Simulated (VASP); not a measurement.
Input of a VASP 6.6.1 run:

The input INCAR:

```
  PREC = Accurate
  ENCUT = 520
  EDIFF = 1E-6
  ISMEAR = -1
  SIGMA = 0.05
  LREAL = F
  LASPH = T
  NELM = 200
  ALGO = Normal
  ISIF = 2
  LWAVE = F
  LCHARG = F
  ISPIN = 2
  MAGMOM = 0.25 0.25 0.25 0.25 0.25 0.25 0.25 0.25 0.25 0.25 0.25 0.25 0.25 0.25 0.25 0.25
  LORBIT = 11
  GGA = PS
  NELECT = 64.0
  NBANDS = 50
  GGA_COMPAT = F
```

File KPOINTS:

```
Automatic mesh
0
Gamma
  1 1 1
  0.5 0.5 0.5
```

File POSCAR:

```
Mg8O7F
1.0
    8.4288080000      0.0000000000      0.0000000000
    0.0000000000      4.2144040000      0.0000000000
    0.0000000000      0.0000000000      4.2144040000
O F Mg
7 1 8
Direct
    0.2468460000      0.9968890000      0.0066530000
    0.7431730000      0.9868970000      0.9946140000
    0.0022690000      0.4967320000      0.9854380000
    0.9945540000      0.0020550000      0.4936910000
    0.5030430000      0.9759710000      0.5016150000
    0.2480190000      0.4992000000      0.4966550000
    0.7531740000      0.5042310000      0.5016850000
    0.5035730000      0.5103590000      0.9912640000
    0.9966750000      0.0013650000      0.0184320000
    0.4995570000      0.0173740000      0.0205560000
    0.2480700000      0.5009210000      0.0024170000
    0.7422940000      0.5120400000      0.0011130000
    0.2565180000      0.9953070000      0.5046040000
    0.7437810000      0.9969260000      0.5125560000
    0.9941170000      0.5037770000      0.5004010000
    0.4982240000      0.4910280000      0.5040190000
```

Potentials or basis: VASP PAW PBE potentials, release 64 (O, F, Mg).

Run with:

```console
$ cat potpaw_PBE.64/O/POTCAR potpaw_PBE.64/F/POTCAR potpaw_PBE.64/Mg/POTCAR > POTCAR
$ mpirun -np 1 vasp_std > vasp.out
```

Problem. What does it give for the largest force?

Solution. 3.135 eV/Å.

Problem. Estimate the net moment.

Solution. 0.00 μB per cell.

Forces in eV/Å, atoms in the order of the input:
```
O    2.100  0.241 -0.179
O   -1.400  0.937  0.567
O   -0.459  0.231  0.795
O    0.123 -0.116  0.374
O   -0.610  1.216  0.165
O    1.995 -0.229  0.190
O   -2.318 -0.494 -0.140
F   -0.534 -0.520  0.418
Mg   0.069  0.020 -0.923
Mg  -0.072 -1.036 -0.724
Mg  -2.421  0.010 -0.103
Mg   3.098 -0.479 -0.047
Mg  -1.963  0.042  0.045
Mg   1.722  0.040 -0.395
Mg   0.496 -0.219 -0.042
Mg   0.175  0.356 -0.002
```

Caveat: the k points lie up to 1.49 Å⁻¹ apart; the cell carries a net charge on a neutralising background, which shifts energy and pressure; the PAW data sets were made with another functional, which shifts forces and pressure a little.
